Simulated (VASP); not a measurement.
# GaP (F-43m) in VASP: a series of runs

GaP is run at these levels: PBEsol; tasks: single point.

All numbers are computed with VASP 6.6.1; they aren't measurements. Logs are shortened: lines on timing, memory, paths and dates and some standing lists are left out, and cuts for length are marked.

**Experimental background.**

“Stacking defects in GaP nanowires: Electronic structure and optical properties”, 2018, arxiv:1810.01194 quotes, for a bulk crystal of GaP at 10 K: band gap 2.34 eV (indirect).

The results are compared with them further down.

## (1) The cell of the first run

Symmetry: F-43m, No. 216, cubic system. The conventional cell has a = 5.504 Å, b = 5.504 Å, c = 5.504 Å, α = 90.00°, β = 90.00°, γ = 90.00°. Within 3.1 Å of Ga (site symmetry -43m) lie 4 P at 2.38 Å. Within 3.1 Å of P (site symmetry -43m) lie 4 Ga at 2.38 Å.

## (2) Single point, PBEsol

Input file INCAR:

```
SYSTEM = GaP
PREC = Accurate ; ENCUT = 520
EDIFF = 1E-6 ; ISMEAR = 0
SIGMA = 0.01 ; LREAL = .False.
LASPH = .True. ; NELM = 60
ALGO = Normal ; ISIF = 2
LWAVE = .False. ; LCHARG = .False.
GGA = PS ; NBANDS = 16
```

Input file KPOINTS:

```
regular mesh
0
Gamma
  6 6 6
  0 0 0
```

Input file POSCAR:

```
GaP
1.0
    0.0000000000      2.7522344282      2.7522344282
    2.7522344282      0.0000000000      2.7522344282
    2.7522344282      2.7522344282      0.0000000000
Ga P
1 1
Direct
    0.0000000000      0.0000000000      0.0000000000
    0.2500000000      0.2500000000      0.2500000000
```

Potentials or basis: VASP PAW PBE potentials, release 64 (Ga_d, P).

Command:

```bash
> cat potpaw_PBE.64/Ga_d/POTCAR potpaw_PBE.64/P/POTCAR > POTCAR
> mpirun -np 1 vasp_std > vasp.out
```

OUTCAR:

```text
SYSTEM = GaP
   PREC = Accurate
   ENCUT = 520
   EDIFF = 1E-6
   ISMEAR = 0
   LREAL = .False.
   LASPH = .True.
   NELM = 60
   ISIF = 2
   GGA = PS

 ion  position               nearest neighbor table
   1  0.000  0.000  0.000-   2 2.38   2 2.38   2 2.38   2 2.38
   2  0.250  0.250  0.250-   1 2.38   1 2.38   1 2.38   1 2.38

  LATTYP: Found a face centered cubic cell.
 ALAT       =     5.5044688564

  Lattice vectors:

 A1 = (   0.0000000000,   2.7522344282,   2.7522344282)
 A2 = (   2.7522344282,   0.0000000000,   2.7522344282)
 A3 = (   2.7522344282,   2.7522344282,   0.0000000000)

Analysis of symmetry for initial positions (statically):
=====================================================================
 Subroutine PRICEL returns:
 Original cell was already a primitive cell.

 Routine SETGRP: Setting up the symmetry group for a
 face centered cubic supercell.

 Subroutine GETGRP returns: Found 24 space group operations
 (whereof 24 operations were pure point group operations)
 out of a pool of 48 trial point group operations.

The static configuration has the point symmetry T_d .

Analysis of symmetry for dynamics (positions and initial velocities):
=====================================================================
 Subroutine PRICEL returns:
 Original cell was already a primitive cell.

 Routine SETGRP: Setting up the symmetry group for a
 face centered cubic supercell.

 Subroutine GETGRP returns: Found 24 space group operations
 (whereof 24 operations were pure point group operations)
 out of a pool of 48 trial point group operations.

The dynamic configuration has the point symmetry T_d .

 Subroutine INISYM returns: Found 24 space group operations
 (whereof 24 operations are pure point group operations),
 and found     1 'primitive' translations

----------------------------------------------------------------------------------------

                                     Primitive cell

  volume of cell :      41.6952

  direct lattice vectors                    reciprocal lattice vectors
     0.000000000  2.752234428  2.752234428    -0.181670571  0.181670571  0.181670571
     2.752234428  0.000000000  2.752234428     0.181670571 -0.181670571  0.181670571
     2.752234428  2.752234428  0.000000000     0.181670571  0.181670571 -0.181670571

  length of vectors
[... 71 lines left out ...]
   ENCUT  =  520.0 eV  38.22 Ry    6.18 a.u.   7.24  7.24  7.24*2*pi/ulx,y,z
   NELM   =     60;   NELMIN=  2; NELMDL= -5     # of ELM steps
   EDIFF  = 0.1E-05   stopping-criterion for ELM
   LREAL  =      F    real-space projection
   EDIFFG = 0.1E-04   stopping-criterion for IOM
   NSW    =      0    number of steps for IOM
   IBRION =     -1    ionic relax: 0-MD 1-quasi-New 2-CG
   NFREE  =      0    steps in history (QN), initial steepest desc. (CG)
   ISIF   =      2    stress and relaxation
   ISYM   =      2    0-nonsym 1-usesym 2-fastsym
   POTIM  = 0.5000    time-step for ionic-motion
   TEBEG  =    0.0;   TEEND  =   0.0 temperature during run
   PSTRESS=    0.0 pullay stress
   NELECT =      18.0000    total number of electrons
   NUPDOWN=      -1.0000    fix difference up-down
   EMIN   =  10.00;   EMAX   =-10.00  energy-range for DOS
   EFERMI =   0.00;   METHOD = LEGACY
   ISMEAR =     0;   SIGMA  =   0.01  broadening in eV -4-tet -1-fermi 0-gaus
   EFERMI_NEDOS =   21; number of points for ismear=-14 and -15
   IALGO  =     38    algorithm
   IMIX   =      4    mixing-type and parameters
     AMIX     =   0.40;   BMIX     =  1.00
     AMIX_MAG =   1.60;   BMIX_MAG =  1.00
  volume/ion in A,a.u.               =      20.85       140.69
  Fermi-wavevector in a.u.,A,eV,Ry     =   1.237286  2.338132 20.828855  1.530878
  Thomas-Fermi vector in A             =   2.371860
   LORBIT       =      0    0 simple, 1 ext, 2 COOP (PROOUT), +10 PAW based schemes
   GGA     = PS    functional components
   LHFCALC =     F    Hartree Fock is set to
   AEXX    =    0.0000 exact exchange contribution
   IVDW    =     0    specifies the selected vdW correction
   LEPSILON=     F    determine dielectric tensor
   LRPA    =     F    only Hartree local field effects (RPA)
 non-spin polarized calculation
 Gauss-broadening in eV      SIGMA  =   0.01
  energy-cutoff  :      520.00
  volume of cell :       41.70
 maximum number of plane-waves:      1139
 NGX is ok and might be reduce to    30
   NGX = 15   NGY = 15   NGZ = 15

 number of electron      18.0000002 magnetization

 Free energy of the ion-electron system (eV)
  ---------------------------------------------------
  ext. energy  EPLUGINS =         0.00000000
  ---------------------------------------------------
  free energy    TOTEN  =        -9.89253031 eV

  energy without entropy =       -9.89253031  energy(sigma->0) =       -9.89253031

 E-fermi :   4.3435     XC(G=0):  -9.8855

 val. band max:        4.2782721636   @ k =   0.0000   0.0000   0.0000
 cond. band min:       5.7708808006   @ k =   0.5000   0.0000   0.0000
 fundamental gap:      1.4926086370
 Fermi energy:         4.3434567610

 k-point     1 :       0.0000    0.0000    0.0000
  band No.  band energies     occupation
      1     -10.2221      2.00000
      2     -10.2221      2.00000
      3     -10.2221      2.00000
      4     -10.1304      2.00000
      5     -10.1304      2.00000
      6      -8.0275      2.00000
[... 281 lines left out ...]
      3     -10.1668      2.00000
      4     -10.1492      2.00000
      5     -10.1183      2.00000
      6      -5.0960      2.00000
[... 8 lines left out ...]
     15      16.0275      0.00000
     16      17.6707      0.00000

------------------------ aborting loop because EDIFF is reached ----------------------------------------

  FORCE on cell =-STRESS in cart. coord.  units (eV):
  Direction    XX          YY          ZZ          XY          YZ          ZX
  --------------------------------------------------------------------------------------
  -------------------------------------------------------------------------------------
  Total       -0.7525350     -0.7525350     -0.7525350      0.0000000      0.0000000      0.0000000
  in kB      -28.9168529    -28.9168529    -28.9168529      0.0000000      0.0000000      0.0000000
  external PRESSURE =     -28.9168529 kB  Pullay stress =       0.0000000 kB

 VOLUME and BASIS-vectors are now :
 -----------------------------------------------------------------------------
  energy-cutoff  :      520.00
  volume of cell :       41.70
      direct lattice vectors                 reciprocal lattice vectors
     0.000000000  2.752234428  2.752234428    -0.181670571  0.181670571  0.181670571
     2.752234428  0.000000000  2.752234428     0.181670571 -0.181670571  0.181670571
     2.752234428  2.752234428  0.000000000     0.181670571  0.181670571 -0.181670571

 POSITION                                       TOTAL-FORCE (eV/Angst)
 -----------------------------------------------------------------------------------
      0.00000      0.00000      0.00000         0.000000      0.000000      0.000000
      1.37612      1.37612      1.37612        -0.000000     -0.000000     -0.000000
 -----------------------------------------------------------------------------------
    total drift:                                0.000000      0.000000      0.000001

  FREE ENERGIE OF THE ION-ELECTRON SYSTEM (eV)
  ---------------------------------------------------
  free  energy   TOTEN  =        -9.8925303058 eV

  energy  without entropy=       -9.8925303058  energy(sigma->0) =       -9.89253031
```

stdout:

```text
POSCAR found type information on POSCAR GaP
 POSCAR found :  2 types and       2 ions
 scaLAPACK will be used
 -----------------------------------------------------------------------------
|                                                                             |
|                                                                             |
|     You enforced a specific xc type in the INCAR file but a different       |
|     I HOPE YOU KNOW WHAT YOU ARE DOING!                                     |
|                                                                             |
 -----------------------------------------------------------------------------

 LDA part: xc-table for (Slater+PW92), standard interpolation
 POSCAR, INCAR and KPOINTS ok, starting setup
 FFT: planning ... GRIDC
 FFT: planning ... GRID_SOFT
 FFT: planning ... GRID
 WAVECAR not read
 entering main loop
```

Run time: 8.4 s. Hardware: 1 thread of Intel Xeon 6975P-C, shared host; peak memory 0.16 GiB.

What came out:

```yaml
Free_energy: -9.8925 eV
Pressure: -2.9 GPa
Band_gap_on_the_k_mesh: 1.49 eV, indirect (least direct gap 1.51 eV)
```

Levels at points of the mesh, in eV from the valence-band top:
| k point | band 5 | band 6 | band 7 | band 8 | band 9 | band 10 | band 11 | band 12 | band 13 | band 14 |
| --- | --- | --- | --- | --- | --- | --- | --- | --- | --- | --- |
| (0.00, 0.00, 0.00) | -14.41 | -12.31 | 0.00 | 0.00 | 0.00 | 1.51 | 3.83 | 3.83 | 3.83 | 8.43 |
| (0.50, 0.00, 0.00) | -14.40 | -10.31 | -6.53 | -1.09 | -1.09 | 1.49 | 4.65 | 4.65 | 8.03 | 10.53 |
| (0.50, 0.50, 0.00) | -14.39 | -9.44 | -6.67 | -2.61 | -2.61 | 1.57 | 1.74 | 10.32 | 10.32 | 10.81 |

Caveat: the PAW data sets were made with another functional, which shifts forces and pressure a little.

## (3) Single point, PBEsol

This run uses another cell than the first one, of 21.45 Å³/atom, 1.029 times its volume.

Input file INCAR:

```
PREC     = Accurate       # precision mode
ENCUT    = 520            # plane-wave cutoff, eV
EDIFF    = 1E-6           # SCF threshold, eV
ISMEAR   = 0              # smearing method
SIGMA    = 0.01           # smearing width, eV
LREAL    = False          # projectors in reciprocal space
LASPH    = True           # aspherical terms in the spheres
NELM     = 100            # most SCF steps
ALGO     = Normal         # electronic algorithm
ISIF     = 2              # what is computed and relaxed
LWAVE    = False          # write WAVECAR
LCHARG   = True           # write CHGCAR
GGA      = PS             # functional
LELF     = True           # ELF
LVHAR    = True         
NBANDS   = 16             # bands
```

Input file KPOINTS:

```
regular mesh
0
Gamma
  6 6 6
```

Input file POSCAR:

```
GaP
1.0
    0.0000000000      2.7786998443      2.7786998443
    2.7786998443      0.0000000000      2.7786998443
    2.7786998443      2.7786998443      0.0000000000
Ga P
1 1
Direct
    0.0000000000      0.0000000000      0.0000000000
    0.2500000000      0.2500000000      0.2500000000
```

Potentials or basis: VASP PAW PBE potentials, release 64 (Ga_d, P).

Command:

```bash
> cat potpaw_PBE.64/Ga_d/POTCAR potpaw_PBE.64/P/POTCAR > POTCAR
> mpirun -np 1 vasp_std > vasp.out
```

OUTCAR:

```text
PREC = Accurate
   ENCUT = 520
   EDIFF = 1E-6
   ISMEAR = 0
   LREAL = False
   LASPH = True
   NELM = 100
   ISIF = 2
   GGA = PS

 ion  position               nearest neighbor table
   1  0.000  0.000  0.000-   2 2.41   2 2.41   2 2.41   2 2.41
   2  0.250  0.250  0.250-   1 2.41   1 2.41   1 2.41   1 2.41

  LATTYP: Found a face centered cubic cell.
 ALAT       =     5.5573996886

  Lattice vectors:

 A1 = (   0.0000000000,   2.7786998443,   2.7786998443)
[... 479 lines left out ...]

------------------------ aborting loop because EDIFF is reached ----------------------------------------

  FORCE on cell =-STRESS in cart. coord.  units (eV):
  Direction    XX          YY          ZZ          XY          YZ          ZX
  --------------------------------------------------------------------------------------
  -------------------------------------------------------------------------------------
  Total       -1.2916358     -1.2916358     -1.2916358      0.0000000      0.0000000      0.0000000
  in kB      -48.2276099    -48.2276099    -48.2276099      0.0000000      0.0000000      0.0000000
  external PRESSURE =     -48.2276099 kB  Pullay stress =       0.0000000 kB

 VOLUME and BASIS-vectors are now :
 -----------------------------------------------------------------------------
  energy-cutoff  :      520.00
  volume of cell :       42.91
      direct lattice vectors                 reciprocal lattice vectors
     0.000000000  2.778699844  2.778699844    -0.179940270  0.179940270  0.179940270
     2.778699844  0.000000000  2.778699844     0.179940270 -0.179940270  0.179940270
     2.778699844  2.778699844  0.000000000     0.179940270  0.179940270 -0.179940270

 POSITION                                       TOTAL-FORCE (eV/Angst)
 -----------------------------------------------------------------------------------
      0.00000      0.00000      0.00000         0.000000      0.000000      0.000000
      1.38935      1.38935      1.38935        -0.000000     -0.000000     -0.000000
 -----------------------------------------------------------------------------------
    total drift:                                0.000000      0.000000      0.000000

  FREE ENERGIE OF THE ION-ELECTRON SYSTEM (eV)
  ---------------------------------------------------
  free  energy   TOTEN  =        -9.8634302959 eV

  energy  without entropy=       -9.8634302959  energy(sigma->0) =       -9.86343030
```

stdout:

```text
POSCAR found type information on POSCAR GaP
 POSCAR found :  2 types and       2 ions
 scaLAPACK will be used
 -----------------------------------------------------------------------------
|                                                                             |
|                                                                             |
|     You enforced a specific xc type in the INCAR file but a different       |
|     I HOPE YOU KNOW WHAT YOU ARE DOING!                                     |
|                                                                             |
 -----------------------------------------------------------------------------

 LDA part: xc-table for (Slater+PW92), standard interpolation
 POSCAR, INCAR and KPOINTS ok, starting setup
 FFT: planning ... GRIDC
 FFT: planning ... GRID_SOFT
 FFT: planning ... GRID
 WAVECAR not read
 entering main loop
```

Run time: 9.6 s. Hardware: 1 thread of Intel Xeon 6975P-C, shared host; peak memory 0.17 GiB.

Results:

```yaml
Free_energy: -9.8634 eV
Pressure: -4.8 GPa
Band_gap_on_the_k_mesh: 1.28 eV, direct
```

Caveat: the PAW data sets were made with another functional, which shifts forces and pressure a little. A k mesh can miss the band edges.

## (4) Comparison with measurements

Step 2. A measured gap of GaP is 2.34 eV (indirect; 10 K; quoted in “Stacking defects in GaP nanowires: Electronic structure and optical properties”, 2018, arxiv:1810.01194); the calculated 1.49 eV misses it by -0.85 eV. Spin-orbit coupling on Ga is left out. The value is that of PBEsol on a finite k mesh, which can miss the band edges, without temperature or zero-point motion. Semilocal functionals fall short of measured gaps as a rule.
